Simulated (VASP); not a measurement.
# InSe (P1) in VASP: notebook, part 2 of 2

VASP 6.6.1. Earlier steps stand in the parts before.

## (3) Electric field gradients, PBE (equal xy, yz and zx shear strains of +1 %)

Input file INCAR:

```
  ALGO = Normal
  EDIFF = 1E-8
  ENCUT = 520
  GGA = PE
  ISIF = 2
  ISMEAR = -1
  LASPH = True
  LCHARG = False
  LEFG = True
  LREAL = False
  LWAVE = False
  NBANDS = 27
  NELM = 100
  PREC = Accurate
  SIGMA = 0.01
```

Input file KPOINTS:

```
k-points
0
Gamma
  7 7 7
```

Input file POSCAR:

```
InSe
1.0
    2.0473565020      1.2062836848      8.3324434999
   -1.9526427986      1.1862836882      8.3124435034
    0.0300363466     -2.2678173230      8.3051229966
In Se
2 2
Direct
    0.0000000000      0.0000000000      0.0000000000
    0.1122000000      0.1122000000      0.1122000000
    0.6155000000      0.6155000000      0.6155000000
    0.8300000000      0.8300000000      0.8300000000
```

Potentials or basis: VASP PAW PBE potentials, release 64 (In_d, Se).

On the command line:

```bash
$ cat potpaw_PBE.64/In_d/POTCAR potpaw_PBE.64/Se/POTCAR > POTCAR
$ mpirun -np 1 vasp_std > vasp.out
```

OUTCAR:

```text
EDIFF = 1E-8
   ENCUT = 520
   GGA = PE
   ISIF = 2
   ISMEAR = -1
   LASPH = True
   LREAL = False
   NELM = 100
   PREC = Accurate

 ion  position               nearest neighbor table
   1  0.000  0.000  0.000-   3 2.63   3 2.63   3 2.65   2 2.80
   2  0.112  0.112  0.112-   4 2.63   4 2.63   4 2.66   1 2.80
   3  0.615  0.615  0.615-   1 2.63   1 2.63   1 2.65
   4  0.830  0.830  0.830-   2 2.63   2 2.63   2 2.66

  LATTYP: Found a triclinic cell.
 ALAT       =     3.9826980777
 B/A-ratio  =     1.0043692043
 C/A-ratio  =     2.1616595223
 COS(alpha) =     0.0069949715
 COS(beta)  =     0.2284188795
 COS(gamma) =     0.4934652004

  Lattice vectors:

 A1 = (   1.9826791452,  -3.4541010112,  -0.0073205068)
 A2 = (   3.9999993006,   0.0199999966,   0.0199999965)
 A3 = (   0.0300363466,  -2.2678173230,   8.3051229966)

Analysis of symmetry for initial positions (statically):
=====================================================================
 Subroutine PRICEL returns:
 Original cell was already a primitive cell.

 Routine SETGRP: Setting up the symmetry group for a
 triclinic supercell.

 Subroutine GETGRP returns: Found  1 space group operations
 (whereof  1 operations were pure point group operations)
 out of a pool of  2 trial point group operations.

The static configuration has the point symmetry C_1 .

Analysis of symmetry for dynamics (positions and initial velocities):
=====================================================================
[... 887 lines left out ...]

 [... further k-points ...]

------------------------ aborting loop because EDIFF is reached ----------------------------------------

  FORCE on cell =-STRESS in cart. coord.  units (eV):
  Direction    XX          YY          ZZ          XY          YZ          ZX
  --------------------------------------------------------------------------------------
  -------------------------------------------------------------------------------------
  Total        2.2894656      2.3101156      1.7886326     -0.2573206     -0.2718810     -0.2816368
  in kB       31.8329757     32.1200955     24.8693395     -3.5778131     -3.7802624     -3.9159087
  external PRESSURE =      29.6074702 kB  Pullay stress =       0.0000000 kB

 VOLUME and BASIS-vectors are now :
 -----------------------------------------------------------------------------
  energy-cutoff  :      520.00
  volume of cell :      115.23
      direct lattice vectors                 reciprocal lattice vectors
     2.047356502  1.206283685  8.332443500     0.249094935  0.142901517  0.038120162
    -1.952642799  1.186283688  8.312443503    -0.250930029  0.145389203  0.040607848
     0.030036347 -2.267817323  8.305122997     0.001236853 -0.288888961  0.041518405

 POSITION                                       TOTAL-FORCE (eV/Angst)
 -----------------------------------------------------------------------------------
      0.00000      0.00000      0.00000        -0.010429     -0.059759      0.231683
      0.01400      0.01400      2.79939         0.105253      0.056872     -0.232071
      0.07678      0.07678     15.35673         0.024786      0.076334     -0.181933
      0.10354      0.10354     20.70851        -0.119611     -0.073447      0.182321
 -----------------------------------------------------------------------------------
    total drift:                               -0.000181      0.000013      0.000117

  FREE ENERGIE OF THE ION-ELECTRON SYSTEM (eV)
  ---------------------------------------------------
  free  energy   TOTEN  =       -14.1179882225 eV

  energy  without entropy=      -14.1179882225  energy(sigma->0) =      -14.11798822

 Electric field gradients (V/A^2)
---------------------------------------------------------------------
 ion       V_xx      V_yy      V_zz      V_xy      V_xz      V_yz
---------------------------------------------------------------------
   1      47.163    57.440  -104.603    -2.399    -2.319     3.165
   2      57.699    47.220  -104.919     8.149     8.937     3.325
   3      29.740    28.271   -58.012     4.118     3.927     2.109
   4      30.310    31.745   -62.055     2.637     0.100     1.978
---------------------------------------------------------------------

 Electric field gradients after diagonalization (V/A^2)
 (convention: |V_zz| > |V_xx| > |V_yy|)
----------------------------------------------------------------------
 ion       V_xx      V_yy      V_zz     asymmetry (V_yy - V_xx)/ V_zz
----------------------------------------------------------------------
   1      58.052    46.647  -104.699       0.109
   2      62.679    42.784  -105.463       0.189
   3      33.397    24.832   -58.230       0.147
   4      33.789    28.308   -62.097       0.088
----------------------------------------------------------------------

           NMR quadrupolar parameters

 Cq : quadrupolar parameter    Cq=e*Q*V_zz/h
 eta: asymmetry parameters     (V_yy - V_xx)/ V_zz
 Q  : nuclear electric quadrupole moment in mb (millibarn)
----------------------------------------------------------------------
 ion       Cq(MHz)       eta       Q (mb)
----------------------------------------------------------------------
   1      -0.253       0.109       1.000
   2      -0.255       0.189       1.000
   3      -0.141       0.147       1.000
   4      -0.150       0.088       1.000
----------------------------------------------------------------------
```

It took 81 min on 1 thread of Intel Xeon 8259CL, shared host; peak memory 0.86 GiB.

What came out:

```
Free energy                             : -14.1180 eV
Pressure                                : 3.0 GPa
Largest force                           : 0.261 eV/Å
Band gap on the k mesh                  : 0.73 eV (least direct gap 0.74 eV)
Largest electric field gradient by atom : In -104.7, -105.5; Se -58.2, -62.1 V/Å²
```

Forces on the atoms (eV/Å):
```
In  -0.010 -0.060  0.232
In   0.105  0.057 -0.232
Se   0.025  0.076 -0.182
Se  -0.120 -0.073  0.182
```

Electric field gradients, principal values (V/Å²):
| atom | least | middle | greatest (by size) |
| --- | --- | --- | --- |
| 1 In | 46.647 | 58.052 | -104.699 |
| 2 In | 42.784 | 62.679 | -105.463 |
| 3 Se | 24.832 | 33.397 | -58.230 |
| 4 Se | 28.308 | 33.789 | -62.097 |

Caveat: the cell differs from its parent crystal (equal xy, yz and zx shear strains of +1 %); without QUAD_EFG the Cq values of the log hold for a quadrupole moment of 1 mb, not for the nuclei; spin-orbit coupling is left out, which moves the levels of the heavy elements. A k mesh can miss the band edges.

## (4) Electric field gradients, PBE (equal xy, yz and zx shear strains of -1 %)

Input file INCAR:

```
PREC = Accurate
ENCUT = 520
EDIFF = 1E-8
ISMEAR = -1
SIGMA = 0.01
LREAL = False
LASPH = True
NELM = 60
ALGO = Normal
ISIF = 2
LWAVE = False
LCHARG = False
GGA = PE
LEFG = True
NBANDS = 27
```

Input file KPOINTS:

```
Automatic mesh
0
Gamma
  7 7 7
```

Input file POSCAR:

```
InSe
1.0
    1.9526427986      1.1031169882      8.3008965001
   -2.0473565020      1.1231169848      8.3208964966
   -0.0300363466     -2.3509840230      8.3282170034
In Se
2 2
Direct
    0.0000000000      0.0000000000      0.0000000000
    0.1122000000      0.1122000000      0.1122000000
    0.6155000000      0.6155000000      0.6155000000
    0.8300000000      0.8300000000      0.8300000000
```

Potentials or basis: VASP PAW PBE potentials, release 64 (In_d, Se).

On the command line:

```bash
$ cat potpaw_PBE.64/In_d/POTCAR potpaw_PBE.64/Se/POTCAR > POTCAR
$ mpirun -np 1 vasp_std > vasp.out
```

OUTCAR:

```text
PREC = Accurate
   ENCUT = 520
   EDIFF = 1E-8
   ISMEAR = -1
   LREAL = False
   LASPH = True
   NELM = 60
   ISIF = 2
   GGA = PE

 ion  position               nearest neighbor table
   1  0.000  0.000  0.000-   3 2.63   3 2.64   3 2.65   2 2.80
   2  0.112  0.112  0.112-   4 2.61   4 2.65   4 2.65   1 2.80
   3  0.615  0.615  0.615-   1 2.63   1 2.64   1 2.65
   4  0.830  0.830  0.830-   2 2.61   2 2.65   2 2.65

  LATTYP: Found a triclinic cell.
 ALAT       =     4.0000992993
 B/A-ratio  =     1.0043097986
 C/A-ratio  =     2.1495768916
 COS(alpha) =     0.0048499483
 COS(beta)  =     0.2216166116
 COS(gamma) =     0.5064554505

[... 948 lines left out ...]
 ion       V_xx      V_yy      V_zz      V_xy      V_xz      V_yz
---------------------------------------------------------------------
   1      57.456    47.144  -104.600     2.450     2.457    -3.158
   2      47.163    57.755  -104.918    -8.194    -9.176    -3.424
   3      28.398    29.616   -58.014    -4.094    -3.773    -2.114
   4      31.806    30.248   -62.053    -2.680    -0.264    -1.996
---------------------------------------------------------------------

 Electric field gradients after diagonalization (V/A^2)
 (convention: |V_zz| > |V_xx| > |V_yy|)
----------------------------------------------------------------------
 ion       V_xx      V_yy      V_zz     asymmetry (V_yy - V_xx)/ V_zz
----------------------------------------------------------------------
   1      58.026    46.679  -104.705       0.108
   2      62.227    43.336  -105.563       0.179
   3      33.155    25.083   -58.238       0.139
   4      33.828    28.270   -62.098       0.089
----------------------------------------------------------------------

           NMR quadrupolar parameters

 Cq : quadrupolar parameter    Cq=e*Q*V_zz/h
 eta: asymmetry parameters     (V_yy - V_xx)/ V_zz
 Q  : nuclear electric quadrupole moment in mb (millibarn)
----------------------------------------------------------------------
 ion       Cq(MHz)       eta       Q (mb)
----------------------------------------------------------------------
   1      -0.253       0.108       1.000
   2      -0.255       0.179       1.000
   3      -0.141       0.139       1.000
   4      -0.150       0.089       1.000
----------------------------------------------------------------------
```

OSZICAR:

```text
N       E                     dE             d eps       ncg     rms          rms(c)
DAV:   1     0.339793289669E+03    0.33979E+03   -0.17301E+04  9291   0.156E+03
DAV:   2     0.258888113728E+02   -0.31390E+03   -0.30428E+03  9437   0.387E+02
DAV:   3    -0.127442359017E+02   -0.38633E+02   -0.37941E+02 11680   0.145E+02
DAV:   4    -0.144922637125E+02   -0.17480E+01   -0.17429E+01 11165   0.317E+01
DAV:   5    -0.145645665846E+02   -0.72303E-01   -0.72289E-01 14292   0.627E+00    0.665E+00
DAV:   6    -0.141323143597E+02    0.43225E+00   -0.85201E-01 13158   0.148E+01    0.411E+00
DAV:   7    -0.141172679668E+02    0.15046E-01   -0.35805E-01 12924   0.402E+00    0.124E+00
DAV:   8    -0.141165686350E+02    0.69933E-03   -0.30002E-02 13944   0.190E+00    0.562E-01
DAV:   9    -0.141177283576E+02   -0.11597E-02   -0.58508E-03 11601   0.593E-01    0.154E-01
DAV:  10    -0.141177728923E+02   -0.44535E-04   -0.36449E-04 12601   0.140E-01    0.781E-02
DAV:  11    -0.141178901792E+02   -0.11729E-03   -0.17260E-04 11273   0.100E-01    0.220E-02
DAV:  12    -0.141178881805E+02    0.19987E-05   -0.15401E-05 14308   0.369E-02    0.155E-02
DAV:  13    -0.141178920682E+02   -0.38877E-05   -0.64778E-06 11555   0.146E-02    0.839E-03
DAV:  14    -0.141178931953E+02   -0.11271E-05   -0.29539E-06 10191   0.161E-02    0.288E-03
DAV:  15    -0.141178932973E+02   -0.10203E-06   -0.21398E-07 11663   0.360E-03    0.821E-04
DAV:  16    -0.141178932673E+02    0.30024E-07   -0.61028E-08  8942   0.148E-03    0.622E-04
DAV:  17    -0.141178932773E+02   -0.10064E-07   -0.39278E-09  6248   0.578E-04    0.471E-04
DAV:  18    -0.141178932856E+02   -0.82509E-08   -0.16914E-09  5454   0.450E-04
   1 F= -.14117893E+02 E0= -.14117893E+02  d E =-.666605E-11
```

Wall time 30 min (1 thread of Intel Xeon Platinum 8375C at 2.90GHz (Ice Lake), shared host); peak memory 0.85 GiB.

Results:

| Item | Value |
| --- | --- |
| Free energy | -14.1179 eV |
| Pressure | 3.0 GPa |
| Largest force | 0.266 eV/Å |
| Band gap on the k mesh | 0.73 eV (least direct gap 0.74 eV) |
| Largest electric field gradient by atom | In -104.7, -105.6; Se -58.2, -62.1 V/Å² |

Forces on the atoms (eV/Å):
```
In   0.009  0.062  0.232
In  -0.114 -0.062 -0.232
Se  -0.023 -0.078 -0.182
Se   0.127  0.078  0.182
```

Stress tensor (GPa, compression positive):
```
3.21 0.37 0.40
0.37 3.18 0.39
0.40 0.39 2.49
```

Electric field gradients, principal values (V/Å²):
| atom | least | middle | greatest (by size) |
| --- | --- | --- | --- |
| 1 In | 46.679 | 58.026 | -104.705 |
| 2 In | 43.336 | 62.227 | -105.563 |
| 3 Se | 25.083 | 33.155 | -58.238 |
| 4 Se | 28.270 | 33.828 | -62.098 |

Caveat: the cell differs from its parent crystal (equal xy, yz and zx shear strains of -1 %); without QUAD_EFG the Cq values of the log hold for a quadrupole moment of 1 mb, not for the nuclei; spin-orbit coupling is left out, which moves the levels of the heavy elements.
